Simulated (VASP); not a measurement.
# Te (P3_121) in VASP: notebook

The runs below take Te through single point, with r2SCAN.

Program: VASP 6.6.1. These are calculated values, not measurements. Logs are shortened: lines on timing, memory, paths and dates and some standing lists are left out, and cuts for length are marked.

**1. The cell of the first run**

It takes space group P3_121 (No. 152, trigonal). Conventional cell: a = 4.471 Å, b = 4.471 Å, c = 5.828 Å, α = 90.00°, β = 90.00°, γ = 120.00°. Within 3.7 Å of Te (site symmetry 2) lie 6 Te at 2.85 to 3.46 Å.

**2. Single point, r2SCAN (uniaxial z strain -2.0%)**

POSCAR reads:

```
Te
1.0
    4.4712577277      0.0000000000      0.0000000000
   -2.2356288639      3.8722227790      0.0000000000
    0.0000000000      0.0000000000      5.8279874467
Te
3
Direct
    0.2685493307      0.0000000000      0.3333333333
    0.0000000000      0.2685493307      0.6666666667
    0.7314506693      0.7314506693      0.0000000000
```

INCAR.step1 reads:

```
PREC = Accurate
ENCUT = 520
ISMEAR = 0
SIGMA = 0.01
LREAL = False
LASPH = True
NELM = 100
NBANDS = 16
GGA = PE
ALGO = Normal
EDIFF = 1E-4
LWAVE = True
LCHARG = False
```

INCAR.step2 reads:

```
PREC = Accurate
ENCUT = 520
EDIFF = 1E-6
ISMEAR = 0
SIGMA = 0.01
LREAL = False
LASPH = True
NELM = 100
ALGO = Normal
ISIF = 2
LWAVE = False
LCHARG = False
METAGGA = R2SCAN
LMIXTAU = True
NBANDS = 16
ISTART = 1
```

KPOINTS reads:

```
regular mesh
0
Gamma
  6 6 4
```

Potentials or basis: VASP PAW PBE potentials, release 64 (Te).

Launch:

```
> cat potpaw_PBE.64/Te/POTCAR > POTCAR
> cp INCAR.step1 INCAR
> mpirun -np 1 vasp_std > vasp.out
> cp INCAR.step2 INCAR
> mpirun -np 1 vasp_std > vasp.out
```

OUTCAR:

```text
PREC = Accurate
   ENCUT = 520
   EDIFF = 1E-6
   ISMEAR = 0
   LREAL = False
   LASPH = True
   NELM = 100
   ISIF = 2
   METAGGA = R2SCAN
   ISTART = 1

 ion  position               nearest neighbor table
   1  0.269  0.000  0.333-   3 2.85   2 2.85   3 3.46   3 3.46   2 3.46   2 3.46
   2  0.000  0.269  0.667-   3 2.85   1 2.85   3 3.46   3 3.46   1 3.46   1 3.46
   3  0.731  0.731  0.000-   2 2.85   1 2.85   1 3.46   2 3.46   2 3.46   1 3.46

  LATTYP: Found a hexagonal cell.
 ALAT       =     4.4712577277
 C/A-ratio  =     1.3034335754

  Lattice vectors:

 A1 = (   4.4712577277,   0.0000000000,   0.0000000000)
 A2 = (  -2.2356288639,   3.8722227790,   0.0000000000)
 A3 = (   0.0000000000,   0.0000000000,   5.8279874467)

Analysis of symmetry for initial positions (statically):
=====================================================================
 Subroutine PRICEL returns:
 Original cell was already a primitive cell.

 Routine SETGRP: Setting up the symmetry group for a
 hexagonal supercell.

 Subroutine GETGRP returns: Found  6 space group operations
 (whereof  2 operations were pure point group operations)
 out of a pool of 24 trial point group operations.

The static configuration has the point symmetry C_2 .
 The point group associated with its full space group is D_3 .

Analysis of symmetry for dynamics (positions and initial velocities):
=====================================================================
 Subroutine PRICEL returns:
 Original cell was already a primitive cell.

 Routine SETGRP: Setting up the symmetry group for a
 hexagonal supercell.

 Subroutine GETGRP returns: Found  6 space group operations
 (whereof  2 operations were pure point group operations)
 out of a pool of 24 trial point group operations.

The dynamic configuration has the point symmetry C_2 .
 The point group associated with its full space group is D_3 .

 Subroutine INISYM returns: Found  6 space group operations
 (whereof  2 operations are pure point group operations),
 and found     1 'primitive' translations

----------------------------------------------------------------------------------------

                                     Primitive cell

  volume of cell :     100.9041

  direct lattice vectors                    reciprocal lattice vectors
     4.471257728  0.000000000  0.000000000     0.223650718  0.129124802  0.000000000
    -2.235628864  3.872222779  0.000000000     0.000000000  0.258249604  0.000000000
     0.000000000  0.000000000  5.827987447     0.000000000  0.000000000  0.171585819

  length of vectors
     4.471257728  4.471257728  5.827987447     0.258249604  0.258249604  0.171585819

  position of ions in fractional coordinates (direct lattice)
     0.268549331  0.000000000  0.333333333
     0.000000000  0.268549331  0.666666667
     0.731450669  0.731450669  0.000000000

  ion indices of the primitive-cell ions
   primitive index   ion index
                 1           1
                 2           2
                 3           3

----------------------------------------------------------------------------------------

 KPOINTS: regular mesh

Automatic generation of k-mesh.
 Grid dimensions read from file:
 generate k-points for:    6    6    4

 Generating k-lattice:

  Cartesian coordinates                     Fractional coordinates (reciprocal lattice)
     0.037275120  0.021520800  0.000000000     0.166666667 -0.000000000  0.000000000
     0.000000000  0.043041601  0.000000000     0.000000000  0.166666667  0.000000000
     0.000000000  0.000000000  0.042896455     0.000000000  0.000000000  0.250000000

  Length of vectors
     0.043041601  0.043041601  0.042896455

  Shift w.r.t. Gamma in fractional coordinates (k-lattice)
     0.000000000  0.000000000  0.000000000

 Subroutine IBZKPT returns following result:
 ===========================================

 Found     24 irreducible k-points:

 Following reciprocal coordinates:
            Coordinates               Weight
  0.000000  0.000000  0.000000      1.000000
  0.166667 -0.000000  0.000000      6.000000
  0.333333 -0.000000  0.000000      6.000000
  0.500000  0.000000  0.000000      3.000000
  0.166667  0.166667  0.000000      6.000000
  0.333333  0.166667  0.000000     12.000000
[... 16 lines left out ...]
  0.333333  0.166667  0.500000     12.000000
  0.333333  0.333333  0.500000      2.000000
   k-points           NKPTS =     24   k-points in BZ     NKDIM =     24   number of bands    NBANDS=     16
   number of dos      NEDOS =    301   number of ions     NIONS =      3
   total plane-waves  NPLWV =  62208
   dimension x,y,z NGX =    36 NGY =   36 NGZ =   48
   dimension x,y,z NGXF=    72 NGYF=   72 NGZF=   96
   ions per type =               3
   NGX,Y,Z   is equivalent  to a cutoff of  13.39, 13.39, 13.69 a.u.
   NGXF,Y,Z  is equivalent  to a cutoff of  26.77, 26.77, 27.38 a.u.
 SYSTEM =  unknown system
   PREC   = accura    normal or accurate (medium, high low for compatibility)
   ISTART =      1    job   : 0-new  1-cont  2-samecut
   ICHARG =      0    charge: 1-file 2-atom 10-const
   ISPIN  =      1    spin polarized calculation?
   LNONCOLLINEAR =      F non collinear calculations
   LSORBIT =      F    spin-orbit coupling
   LASPH  =      T    aspherical Exc in radial PAW
   ENCUT  =  520.0 eV  38.22 Ry    6.18 a.u.   8.31  8.31 10.84*2*pi/ulx,y,z
   NELM   =    100;   NELMIN=  2; NELMDL=  0     # of ELM steps
   EDIFF  = 0.1E-05   stopping-criterion for ELM
   LREAL  =      F    real-space projection
   EDIFFG = 0.1E-04   stopping-criterion for IOM
   NSW    =      0    number of steps for IOM
   IBRION =     -1    ionic relax: 0-MD 1-quasi-New 2-CG
   NFREE  =      0    steps in history (QN), initial steepest desc. (CG)
   ISIF   =      2    stress and relaxation
   ISYM   =      2    0-nonsym 1-usesym 2-fastsym
   POTIM  = 0.5000    time-step for ionic-motion
   TEBEG  =    0.0;   TEEND  =   0.0 temperature during run
   PSTRESS=    0.0 pullay stress
   NELECT =      18.0000    total number of electrons
   NUPDOWN=      -1.0000    fix difference up-down
   EMIN   =  10.00;   EMAX   =-10.00  energy-range for DOS
   EFERMI =   0.00;   METHOD = LEGACY
   ISMEAR =     0;   SIGMA  =   0.01  broadening in eV -4-tet -1-fermi 0-gaus
   EFERMI_NEDOS =   21; number of points for ismear=-14 and -15
   IALGO  =     38    algorithm
   IMIX   =      4    mixing-type and parameters
     AMIX     =   0.40;   BMIX     =  1.00
     AMIX_MAG =   1.60;   BMIX_MAG =  1.00
  volume/ion in A,a.u.               =      33.63       226.98
  Fermi-wavevector in a.u.,A,eV,Ry     =   0.921572  1.741519 11.555369  0.849296
  Thomas-Fermi vector in A             =   2.047004
   LORBIT       =      0    0 simple, 1 ext, 2 COOP (PROOUT), +10 PAW based schemes
   METAGGA = R2SCAN    functional components
   LHFCALC =     F    Hartree Fock is set to
   AEXX    =    0.0000 exact exchange contribution
   IVDW    =     0    specifies the selected vdW correction
   LEPSILON=     F    determine dielectric tensor
   LRPA    =     F    only Hartree local field effects (RPA)
 non-spin polarized calculation
 Gauss-broadening in eV      SIGMA  =   0.01
  energy-cutoff  :      520.00
  volume of cell :      100.90
 maximum number of plane-waves:      2734
 NGX is ok and might be reduce to    36
   NGX = 17   NGY = 17   NGZ = 21

 number of electron      18.0000000 magnetization

 Free energy of the ion-electron system (eV)
  ---------------------------------------------------
  ext. energy  EPLUGINS =         0.00000000
  ---------------------------------------------------
  free energy    TOTEN  =       -76.20873351 eV

  energy without entropy =      -76.20873351  energy(sigma->0) =      -76.20873351

 E-fermi :   6.0604     XC(G=0):  -9.5338

 val. band max:        5.9562618801   @ k =   0.3333   0.3333   0.5000
 cond. band min:       6.4018656653   @ k =   0.3333   0.3333   0.5000
 fundamental gap:      0.4456037852
 Fermi energy:         6.0603842883

 k-point     1 :       0.0000    0.0000    0.0000
  band No.  band energies     occupation
      1      -8.3534      2.00000
      2      -4.7263      2.00000
      3      -4.7263      2.00000
      4       2.5546      2.00000
      5       2.9941      2.00000
      6       2.9941      2.00000
[... 8 lines left out ...]
     15      12.5479      0.00000
     16      12.6187      0.00000

 k-point     2 :       0.1667   -0.0000    0.0000
  band No.  band energies     occupation
      1      -8.1586      2.00000
      2      -4.8076      2.00000
      3      -4.6743      2.00000
      4       1.5319      2.00000
      5       2.2507      2.00000
      6       2.5369      2.00000
[... 8 lines left out ...]
     15      12.4438      0.00000
     16      12.9042      0.00000

 k-point     3 :       0.3333   -0.0000    0.0000
  band No.  band energies     occupation
      1      -7.6478      2.00000
      2      -5.1864      2.00000
      3      -4.5550      2.00000
      4       0.8112      2.00000
      5       1.4955      2.00000
      6       2.0344      2.00000
[... 8 lines left out ...]
     15      13.3444      0.00000
     16      14.3668      0.00000

 k-point     4 :       0.5000    0.0000    0.0000
  band No.  band energies     occupation
      1      -7.2527      2.00000
      2      -5.5691      2.00000
      3      -4.4878      2.00000
      4       0.8121      2.00000
      5       1.2605      2.00000
      6       2.0683      2.00000
[... 8 lines left out ...]
     15      14.9775      0.00000
     16      15.2403      0.00000

 k-point     5 :       0.1667    0.1667    0.0000
  band No.  band energies     occupation
      1      -7.8012      2.00000
      2      -4.9717      2.00000
      3      -4.6756      2.00000
      4       1.0302      2.00000
      5       1.2687      2.00000
      6       2.6970      2.00000
[... 8 lines left out ...]
     15      13.1615      0.00000
     16      13.9845      0.00000

 k-point     6 :       0.3333    0.1667    0.0000
  band No.  band energies     occupation
      1      -7.2845      2.00000
      2      -5.3519      2.00000
      3      -4.7141      2.00000
      4       0.9169      2.00000
      5       1.1512      2.00000
      6       2.2701      2.00000
[... 8 lines left out ...]
     15      14.1736      0.00000
     16      14.6784      0.00000
[... 267 lines left out ...]
 k-point    21 :       0.5000    0.0000    0.5000
  band No.  band energies     occupation
      1      -6.7217      2.00000
      2      -6.3231      2.00000
      3      -4.3931      2.00000
      4      -0.0818      2.00000
      5       2.0055      2.00000
      6       2.0752      2.00000
[... 8 lines left out ...]
     15      14.4140      0.00000
     16      14.8229      0.00000

 k-point    22 :       0.1667    0.1667    0.5000
  band No.  band energies     occupation
      1      -6.9784      2.00000
      2      -6.8736      2.00000
      3      -3.5212      2.00000
      4       1.0454      2.00000
      5       1.8292      2.00000
      6       1.9660      2.00000
[... 8 lines left out ...]
     15      12.9654      0.00000
     16      13.1913      0.00000

 k-point    23 :       0.3333    0.1667    0.5000
  band No.  band energies     occupation
      1      -6.6658      2.00000
      2      -6.4245      2.00000
      3      -4.2875      2.00000
      4       0.2241      2.00000
      5       1.2134      2.00000
      6       1.3815      2.00000
[... 8 lines left out ...]
     15      13.1253      0.00000
     16      13.9188      0.00000

 k-point    24 :       0.3333    0.3333    0.5000
  band No.  band energies     occupation
      1      -6.4004      2.00000
      2      -6.4004      2.00000
      3      -4.5010      2.00000
      4       0.4322      2.00000
      5       0.6123      2.00000
      6       0.6123      2.00000
[... 8 lines left out ...]
     15      12.8447      0.00000
     16      13.3669      0.00000

------------------------ aborting loop because EDIFF is reached ----------------------------------------

  FORCE on cell =-STRESS in cart. coord.  units (eV):
  Direction    XX          YY          ZZ          XY          YZ          ZX
  --------------------------------------------------------------------------------------
  -------------------------------------------------------------------------------------
  Total        0.9249378      0.9249378      1.4603363     -0.0000000      0.0000000     -0.0000000
  in kB       14.6863705     14.6863705     23.1875481     -0.0000000      0.0000000     -0.0000000
  external PRESSURE =      17.5200963 kB  Pullay stress =       0.0000000 kB

 VOLUME and BASIS-vectors are now :
 -----------------------------------------------------------------------------
  energy-cutoff  :      520.00
  volume of cell :      100.90
      direct lattice vectors                 reciprocal lattice vectors
     4.471257728  0.000000000  0.000000000     0.223650718  0.129124802  0.000000000
    -2.235628864  3.872222779  0.000000000     0.000000000  0.258249604  0.000000000
     0.000000000  0.000000000  5.827987447     0.000000000  0.000000000  0.171585819

 POSITION                                       TOTAL-FORCE (eV/Angst)
 -----------------------------------------------------------------------------------
      1.20075      0.00000      1.94266         0.003875     -0.000000      0.000000
     -0.60038      1.03988      3.88532        -0.001937      0.003355      0.000000
      1.63525      2.83234      0.00000        -0.001937     -0.003355     -0.000000
 -----------------------------------------------------------------------------------
    total drift:                                0.000000      0.000000      0.000000

  FREE ENERGIE OF THE ION-ELECTRON SYSTEM (eV)
  ---------------------------------------------------
  free  energy   TOTEN  =       -76.2087335102 eV

  energy  without entropy=      -76.2087335102  energy(sigma->0) =      -76.20873351
```

It took 2.7 min on 1 thread of Intel Xeon Platinum 8375C at 2.90GHz (Ice Lake), shared host; peak memory 0.26 GiB.

Results:

```
Free energy            : -76.2087 eV
Pressure               : 1.8 GPa
Largest force          : 0.004 eV/Å
Band gap on the k mesh : 0.45 eV
```

Forces on the atoms (eV/Å):
```
Te   0.004  0.000  0.000
Te  -0.002  0.003  0.000
Te  -0.002 -0.003  0.000
```

Caveat: the cell differs from its parent crystal (uniaxial z strain -2.0%); the PAW data sets were made with another functional, which shifts forces and pressure a little; spin-orbit coupling is left out, which moves the levels of the heavy elements. A k mesh can miss the band edges.

[end of part 1 of 2]
